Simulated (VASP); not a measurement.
# CdSe4 (I4/mmm) in VASP: relaxation of cell and atoms with PBE

Aim: the relaxation of cell and atoms of CdSe4 with PBE.

Program: VASP 6.6.1. These are calculated values, not measurements. Logs are shortened: lines on timing, memory, paths and dates and some standing lists are left out, and cuts for length are marked.

## 1. The cell of the first run

Symmetry: I4/mmm, No. 139, tetragonal system. The conventional cell has a = 5.493 Å, b = 5.493 Å, c = 9.369 Å, α = 90.00°, β = 90.00°, γ = 90.00°. Within 3.6 Å of Cd (site symmetry 4/mmm) lie 6 Se at 2.75 to 3.53 Å. Within 3.0 Å of Se (site symmetry 4mm) lie 5 Se at 2.30 to 2.98 Å. Se (site symmetry mmm) has 2 Cd at 2.75 Å and 4 Se at 2.98 Å within 3.6 Å.

The cell was generated, and may not be a known phase.

## 2. Relaxation of cell and atoms, PBE

INCAR reads:

```
  ALGO = Normal
  EDIFF = 1E-6
  EDIFFG = -0.01
  ENCUT = 600
  GGA = PE
  IBRION = 2
  ISIF = 3
  ISMEAR = 0
  LASPH = T
  LCHARG = F
  LREAL = F
  LWAVE = F
  NELM = 80
  NSW = 100
  PREC = Accurate
  SIGMA = 0.1
```

KPOINTS reads:

```
k-points
0
Gamma
  10 10 10
```

POSCAR reads:

```
CdSe4
1.0
   -2.7467428043      2.7467428043      4.6845716084
    2.7467428043     -2.7467428043      4.6845716084
    2.7467428043      2.7467428043     -4.6845716084
Cd Se
1 4
Direct
    0.0000000000      0.0000000000      0.0000000000
    0.3770348295      0.3770348295      0.0000000000
    0.6229651705      0.6229651705      0.0000000000
    0.5000000000      0.0000000000      0.5000000000
    0.0000000000      0.5000000000      0.5000000000
```

Potentials or basis: VASP PAW PBE potentials, release 64 (Cd, Se).

Launch:

```sh
$ cat potpaw_PBE.64/Cd/POTCAR potpaw_PBE.64/Se/POTCAR > POTCAR
$ mpirun -np 1 vasp_std > vasp.out
```

OUTCAR:

```text
EDIFF = 1E-6
   EDIFFG = -0.01
   ENCUT = 600
   GGA = PE
   IBRION = 2
   ISIF = 3
   ISMEAR = 0
   LASPH = T
   LREAL = F
   NELM = 80
   NSW = 100
   PREC = Accurate

 ion  position               nearest neighbor table
   1  0.000  0.000  0.000-   4 2.75   5 2.75   5 2.75   4 2.75
   2  0.377  0.377  0.000-   3 2.30
   3  0.623  0.623  0.000-   2 2.30
   4  0.500  0.000  0.500-   1 2.75   1 2.75
   5  0.000  0.500  0.500-   1 2.75   1 2.75

  LATTYP: Found a body centered tetragonal cell.
 ALAT       =     5.4934856086
 C/A-ratio  =     1.7055006392

  Lattice vectors:

 A1 = (  -2.7467428043,   2.7467428043,   4.6845716084)
 A2 = (   2.7467428043,  -2.7467428043,   4.6845716084)
 A3 = (   2.7467428043,   2.7467428043,  -4.6845716084)

Analysis of symmetry for initial positions (statically):
=====================================================================
 Subroutine PRICEL returns:
 Original cell was already a primitive cell.

 Routine SETGRP: Setting up the symmetry group for a
 body centered tetragonal supercell.

 Subroutine GETGRP returns: Found 16 space group operations
 (whereof 16 operations were pure point group operations)
 out of a pool of 16 trial point group operations.

The static configuration has the point symmetry D_4h.

Analysis of symmetry for dynamics (positions and initial velocities):
=====================================================================
 Subroutine PRICEL returns:
 Original cell was already a primitive cell.

 Routine SETGRP: Setting up the symmetry group for a
 body centered tetragonal supercell.

 Subroutine GETGRP returns: Found 16 space group operations
 (whereof 16 operations were pure point group operations)
 out of a pool of 16 trial point group operations.

The dynamic configuration has the point symmetry D_4h.

 Subroutine INISYM returns: Found 16 space group operations
 (whereof 16 operations are pure point group operations),
 and found     1 'primitive' translations

----------------------------------------------------------------------------------------

                                     Primitive cell

  volume of cell :     141.3728

  direct lattice vectors                    reciprocal lattice vectors
    -2.746742804  2.746742804  4.684571608     0.000000000  0.182033789  0.106733346
     2.746742804 -2.746742804  4.684571608     0.182033789  0.000000000  0.106733346
     2.746742804  2.746742804 -4.684571608     0.182033789  0.182033789  0.000000000

  length of vectors
     6.085589801  6.085589801  6.085589801     0.211017315  0.211017315  0.257434653

  position of ions in fractional coordinates (direct lattice)
     0.000000000  0.000000000  0.000000000
     0.377034829  0.377034829  0.000000000
     0.622965171  0.622965171  0.000000000
     0.500000000  0.000000000  0.500000000
     0.000000000  0.500000000  0.500000000

  ion indices of the primitive-cell ions
   primitive index   ion index
                 1           1
                 2           2
                 3           3
                 4           4
                 5           5

----------------------------------------------------------------------------------------

 KPOINTS: k-points

Automatic generation of k-mesh.
 Grid dimensions read from file:
 generate k-points for:   10   10   10

 Generating k-lattice:

  Cartesian coordinates                     Fractional coordinates (reciprocal lattice)
     0.000000000  0.018203379  0.010673335     0.100000000  0.000000000 -0.000000000
     0.018203379  0.000000000  0.010673335     0.000000000  0.100000000 -0.000000000
     0.018203379  0.018203379  0.000000000     0.000000000  0.000000000  0.100000000

  Length of vectors
     0.021101732  0.021101732  0.025743465

  Shift w.r.t. Gamma in fractional coordinates (k-lattice)
     0.000000000  0.000000000  0.000000000

 Subroutine IBZKPT returns following result:
 ===========================================

 Found    102 irreducible k-points:

 Following reciprocal coordinates:
            Coordinates               Weight
  0.000000  0.000000  0.000000      1.000000
  0.100000 -0.000000  0.000000      8.000000
  0.200000 -0.000000  0.000000      8.000000
  0.300000  0.000000  0.000000      8.000000
  0.400000 -0.000000  0.000000      8.000000
  0.500000  0.000000  0.000000      4.000000
[... 16 lines left out ...]
  0.300000  0.300000 -0.000000      8.000000
  0.400000  0.300000 -0.000000     16.000000
 [... further k-points ...]
   k-points           NKPTS =    102   k-points in BZ     NKDIM =    102   number of bands    NBANDS=     22
   number of dos      NEDOS =    301   number of ions     NIONS =      5
   total plane-waves  NPLWV = 125000
   dimension x,y,z NGX =    50 NGY =   50 NGZ =   50
   dimension x,y,z NGXF=   100 NGYF=  100 NGZF=  100
   ions per type =               1   4
   NGX,Y,Z   is equivalent  to a cutoff of  13.66, 13.66, 13.66 a.u.
   NGXF,Y,Z  is equivalent  to a cutoff of  27.32, 27.32, 27.32 a.u.
 SYSTEM =  unknown system
   PREC   = accura    normal or accurate (medium, high low for compatibility)
   ISTART =      0    job   : 0-new  1-cont  2-samecut
   ICHARG =      2    charge: 1-file 2-atom 10-const
   ISPIN  =      1    spin polarized calculation?
   LNONCOLLINEAR =      F non collinear calculations
   LSORBIT =      F    spin-orbit coupling
   LASPH  =      T    aspherical Exc in radial PAW
   ENCUT  =  600.0 eV  44.10 Ry    6.64 a.u.  12.15 12.15 12.15*2*pi/ulx,y,z
   NELM   =     80;   NELMIN=  2; NELMDL= -5     # of ELM steps
   EDIFF  = 0.1E-05   stopping-criterion for ELM
   LREAL  =      F    real-space projection
   EDIFFG = -.1E-01   stopping-criterion for IOM
   NSW    =    100    number of steps for IOM
   IBRION =      2    ionic relax: 0-MD 1-quasi-New 2-CG
   NFREE  =      1    steps in history (QN), initial steepest desc. (CG)
   ISIF   =      3    stress and relaxation
   ISYM   =      2    0-nonsym 1-usesym 2-fastsym
   POTIM  = 0.5000    time-step for ionic-motion
   TEBEG  =    0.0;   TEEND  =   0.0 temperature during run
   PSTRESS=    0.0 pullay stress
   NELECT =      36.0000    total number of electrons
   NUPDOWN=      -1.0000    fix difference up-down
   EMIN   =  10.00;   EMAX   =-10.00  energy-range for DOS
   EFERMI =   0.00;   METHOD = LEGACY
   ISMEAR =     0;   SIGMA  =   0.10  broadening in eV -4-tet -1-fermi 0-gaus
   EFERMI_NEDOS =   21; number of points for ismear=-14 and -15
   IALGO  =     38    algorithm
   IMIX   =      4    mixing-type and parameters
     AMIX     =   0.40;   BMIX     =  1.00
     AMIX_MAG =   1.60;   BMIX_MAG =  1.00
  volume/ion in A,a.u.               =      28.27       190.81
  Fermi-wavevector in a.u.,A,eV,Ry     =   1.037657  1.960887 14.649821  1.076732
  Thomas-Fermi vector in A             =   2.172105
   LORBIT       =      0    0 simple, 1 ext, 2 COOP (PROOUT), +10 PAW based schemes
   GGA     = PE    functional components
   LHFCALC =     F    Hartree Fock is set to
   AEXX    =    0.0000 exact exchange contribution
   IVDW    =     0    specifies the selected vdW correction
   LEPSILON=     F    determine dielectric tensor
   LRPA    =     F    only Hartree local field effects (RPA)
 conjugate gradient relaxation of ions
 non-spin polarized calculation
 Gauss-broadening in eV      SIGMA  =   0.10
  energy-cutoff  :      600.00
  volume of cell :      141.37
 maximum number of plane-waves:      4742
 NGX is ok and might be reduce to    50
   NGX = 25   NGY = 25   NGZ = 25

--------------------------------------- Ionic step        1  -------------------------------------------

 number of electron      35.9999999 magnetization

 Free energy of the ion-electron system (eV)
  ---------------------------------------------------
  ext. energy  EPLUGINS =         0.00000000
  ---------------------------------------------------
  free energy    TOTEN  =       -13.60524235 eV

  energy without entropy =      -13.58607628  energy(sigma->0) =      -13.59565931

------------------------ aborting loop because EDIFF is reached ----------------------------------------

  FORCE on cell =-STRESS in cart. coord.  units (eV):
  Direction    XX          YY          ZZ          XY          YZ          ZX
  --------------------------------------------------------------------------------------
  -------------------------------------------------------------------------------------
  Total        0.0720662      0.0720662      0.3940169      0.0000000      0.0000000     -0.0000000
  in kB        0.8167257      0.8167257      4.4653912      0.0000000      0.0000000     -0.0000000
  external PRESSURE =       2.0329475 kB  Pullay stress =       0.0000000 kB
[... 63 lines left out ...]
  energy  without entropy=      -13.5856502874  energy(sigma->0) =      -13.59547716

--------------------------------------- Ionic step        3  -------------------------------------------

 number of electron      35.9999999 magnetization

 Free energy of the ion-electron system (eV)
  ---------------------------------------------------
  ext. energy  EPLUGINS =         0.00000000
  ---------------------------------------------------
  free energy    TOTEN  =       -13.60620382 eV

  energy without entropy =      -13.58680834  energy(sigma->0) =      -13.59650608

 E-fermi :   2.3542     XC(G=0):  -8.8025

 val. band max:        2.3444201399   @ k =  -0.4000   0.4000   0.1000
 cond. band min:       2.3544314954   @ k =   0.5000   0.3000  -0.0000
 fundamental gap:      0.0100113556
 Fermi energy:         2.3541537295

 k-point     1 :       0.0000    0.0000    0.0000
  band No.  band energies     occupation
      1     -13.2836      2.00000
      2     -10.3220      2.00000
      3      -9.8850      2.00000
      4      -9.4306      2.00000
      5      -6.2804      2.00000
      6      -6.2804      2.00000
[... 574 lines left out ...]
      6      -6.3943      2.00000
[... 14 lines left out ...]
     21       3.4325      0.00000
     22       5.0880      0.00000

 [... further k-points ...]

------------------------ aborting loop because EDIFF is reached ----------------------------------------

  FORCE on cell =-STRESS in cart. coord.  units (eV):
  Direction    XX          YY          ZZ          XY          YZ          ZX
  --------------------------------------------------------------------------------------
  -------------------------------------------------------------------------------------
  Total       -0.0056780     -0.0056780     -0.0022868      0.0000000      0.0000000      0.0000000
  in kB       -0.0641813     -0.0641813     -0.0258484      0.0000000      0.0000000      0.0000000
  external PRESSURE =      -0.0514037 kB  Pullay stress =       0.0000000 kB
[... 20 lines left out ...]
  FREE ENERGIE OF THE ION-ELECTRON SYSTEM (eV)
  ---------------------------------------------------
  free  energy   TOTEN  =       -13.6062038238 eV

  energy  without entropy=      -13.5868083422  energy(sigma->0) =      -13.59650608

 reached required accuracy - stopping structural energy minimisation
```

Wall time 15 min (1 thread of Intel Xeon 8259CL, shared host); peak memory 0.64 GiB.

Results:

| Quantity | Value |
| --- | --- |
| Free energy | -13.6062 eV |
| Relaxed volume | 28.35 Å³/atom |
| Relaxed cell | a = 6.093 Å, b = 6.093 Å, c = 6.093 Å, α = 126.39°, β = 126.39°, γ = 79.24° |
| Space group after relaxing (to 0.1 Å) | I4/mmm (No. 139) |
| Energy gained by relaxing | 0.2 meV/atom |
| Ionic steps | 3 |
| Pressure after relaxing | 0.0 GPa |
| Band gap on the k mesh | zero (bands 18 and 19 overlap by 1.32 eV) |

The path:
| step | energy change (eV) | largest force (eV/Å) | pressure (GPa) | volume (Å³) |
| --- | --- | --- | --- | --- |
| 1 | 0.0000 | 0.1533 | 0.20 | 141.37 |
| 2 | -0.0001 | 0.1385 | -0.21 | 142.11 |
| 3 | -0.0010 | 0.0010 | -0.01 | 141.74 |

Final structure:
```cif
data_structure
_symmetry_space_group_name_H-M 'P 1'
_symmetry_Int_Tables_number 1
_cell_length_a 6.0934
_cell_length_b 6.0934
_cell_length_c 6.0934
_cell_angle_alpha 126.393
_cell_angle_beta 126.393
_cell_angle_gamma 79.244
_cell_volume 141.74
loop_
_atom_site_label
_atom_site_type_symbol
_atom_site_fract_x
_atom_site_fract_y
_atom_site_fract_z
_atom_site_occupancy
Cd1 Cd 0.00000 0.00000 0.00000 1
Se1 Se 0.37664 0.37664 0.00000 1
Se2 Se 0.62336 0.62336 0.00000 1
Se3 Se 0.50000 0.00000 0.50000 1
Se4 Se 0.00000 0.50000 0.50000 1
```

Levels at points of the mesh, in eV from the Fermi level:
```tsv
k point	band 15	band 16	band 17	band 18	band 19	band 20	band 21	band 22
(0.00, 0.00, 0.00)	-2.21	-1.99	-1.74	-1.74	-0.68	1.81	1.81	1.96
(0.50, 0.00, 0.00)	-2.66	-1.68	-1.65	-1.39	0.95	1.29	1.75	3.54
(0.50, 0.50, 0.00)	-2.67	-1.55	-1.43	-0.44	0.51	0.99	1.09	3.93
(0.50, 0.50, 0.50)	-2.28	-1.38	-1.14	-1.14	-0.82	0.90	1.62	1.62
```
